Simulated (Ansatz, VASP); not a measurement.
# TaN in VASP and in Ansatz

```xyz
2
Lattice="0.0000 2.2113 2.2113 2.2113 0.0000 2.2113 2.2113 2.2113 0.0000" Properties=species:S:1:pos:R:3 pbc="T T T"
Ta    2.2113    2.2113    2.2113
N     0.0000    0.0000    0.0000
```

Alike in both runs: functional LDA; k mesh 10 × 10 × 10; occupations fermi-dirac, width 0.05 eV; no spin polarisation.

```csv
,VASP,Ansatz
version,VASP 6.6.1,Ansatz 0.2.0
potentials or method,"VASP PAW LDA potentials, release 64 (Ta_pv, N)",Ansatz PAW
plane-wave cutoff (eV),520,420
valence electrons in the cell,16,18
task,single point,band structure
```

|  | VASP | Ansatz | Ansatz less VASP |
| --- | --- | --- | --- |
| gap on the k mesh at the Fermi level (eV) | none | none | - |
| pressure (GPa) | -15.5 | -17.2 | -1.67 |

LDA's correlation is that of Perdew and Zunger in VASP and of Perdew and Wang (1992) in Ansatz. A gap of «none» marks a metal or a gap that the smearing closes. VASP's potentials hold 16 valence electrons a cell and Ansatz's 18, so a difference there can come from the potentials and not from the codes.

Spin-orbit coupling is off throughout.
